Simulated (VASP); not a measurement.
Set up this calculation in VASP 6.6.1, as the native input.

```
Task                   : single point
Functional             : PBEsol
Potentials or basis    : VASP PAW PBE potentials, release 64 (Ga_d, P)
Cutoff                 : 520 eV
k mesh                 : 10 × 10 × 10
Occupations            : gaussian, width 0.05 eV
Spin                   : no spin polarisation
Dipole correction      : no
Further INCAR settings : ALGO = Normal; EDIFF = 1e-06; NBANDS = 16
```

The structure of GaP lies in POSCAR:

```
GaP
1.0
    0.0000000000      2.6006792142      2.8176372852
    2.8176372852      0.0000000000      2.8176372852
    2.8176372852      2.6006792142      0.0000000000
Ga P
1 1
Direct
    0.0000000000      0.0000000000      0.0000000000
    0.7500000000      0.7500000000      0.7500000000
```

This cell differs from its parent crystal: volume 20.647 Å^3 an atom, c/a of the conventional cell 0.9230.

These files were run (other wordings do the same):

INCAR

```
SYSTEM = GaP
PREC = Accurate ; ENCUT = 520
EDIFF = 1E-6 ; ISMEAR = 0
SIGMA = 0.05 ; LREAL = .False.
LASPH = .True. ; NELM = 100
ALGO = Normal ; ISIF = 2
LWAVE = .False. ; LCHARG = .False.
GGA = PS ; NBANDS = 16
```

KPOINTS

```
Automatic mesh
0
Gamma
  10 10 10
  0 0 0
```

Potentials or basis: VASP PAW PBE potentials, release 64 (Ga_d, P).

Command:

```bash
$ cat potpaw_PBE.64/Ga_d/POTCAR potpaw_PBE.64/P/POTCAR > POTCAR
$ mpirun -np 1 vasp_std > vasp.out
```

Results of the run:

```yaml
Pressure: -2.3 GPa
Band_gap_on_the_k_mesh: 0.79 eV, indirect (least direct gap 1.29 eV)
```

Caveat: the PAW data sets were made with another functional, which shifts forces and pressure a little.

Run time: 66 s on 1 thread of Intel(R) Xeon(R) Platinum 8259CL CPU @ 2.50GHz (Skylake/Cascade Lake), with other jobs on the host, peak memory 0.21 GiB.
